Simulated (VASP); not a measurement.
Wanted: the native input for a VASP 6.6.1 run.

```yaml
Task: single point
Functional: PBE
Potentials_or_basis: VASP PAW PBE potentials, release 64 (Al, Ga_d, Sb)
Cutoff: 520 eV
k_mesh: 4 × 4 × 4
Occupations: gaussian, width 0.1 eV
Spin: no spin polarisation
Dipole_correction: no
Further_INCAR_settings: ALGO = Normal; EDIFF = 1e-06; NBANDS = 41
```

The structure of AlGa3Sb4 lies in POSCAR:

```
AlGa3Sb4
1.0
   -3.1083483000      3.1083483000      6.2168426000
    3.1083483000     -3.1083483000      6.2168426000
    3.1083483000      3.1083483000     -6.2168426000
Al Ga Sb
1 3 4
Direct
    0.0000000000      0.0000000000      0.0000000000
    0.7500000000      0.2500000000      0.5000000000
    0.5000000000      0.5000000000      0.0000000000
    0.2500000000      0.7500000000      0.5000000000
    0.3754060000      0.3754060000      0.5007520000
    0.1253460000      0.6245940000      0.0000000000
    0.8746540000      0.8746540000      0.4992480000
    0.6245940000      0.1253460000      0.0000000000
```

These files were run (other wordings do the same):

INCAR

```
SYSTEM = AlGa3Sb4
PREC = Accurate
ENCUT = 520
EDIFF = 1E-6
ISMEAR = 0
SIGMA = 0.1
LREAL = .False.
LASPH = .True.
NELM = 100
ALGO = Normal
ISIF = 2
LWAVE = .False.
LCHARG = .True.
GGA = PE
LELF = .True.
LVHAR = .True.
NBANDS = 41
```

KPOINTS

```
regular mesh
0
Gamma
  4 4 4
  0 0 0
```

Potentials or basis: VASP PAW PBE potentials, release 64 (Al, Ga_d, Sb).

Launch:

```sh
$ cat potpaw_PBE.64/Al/POTCAR potpaw_PBE.64/Ga_d/POTCAR potpaw_PBE.64/Sb/POTCAR > POTCAR
$ mpirun -np 1 vasp_std > vasp.out
```

Results of the run:

```yaml
Pressure: 0.1 GPa
Largest_force: 0.011 eV/Å
Band_gap_on_the_k_mesh: 0.09 eV
```

Caveat: semilocal functionals underestimate gaps, and a narrow one can read as zero; spin-orbit coupling is left out, which moves the levels of the heavy elements.

Run time: 4.5 min on 1 thread of Intel(R) Xeon(R) Platinum 8259CL CPU @ 2.50GHz (Skylake/Cascade Lake), with other jobs on the host, peak memory 0.54 GiB.
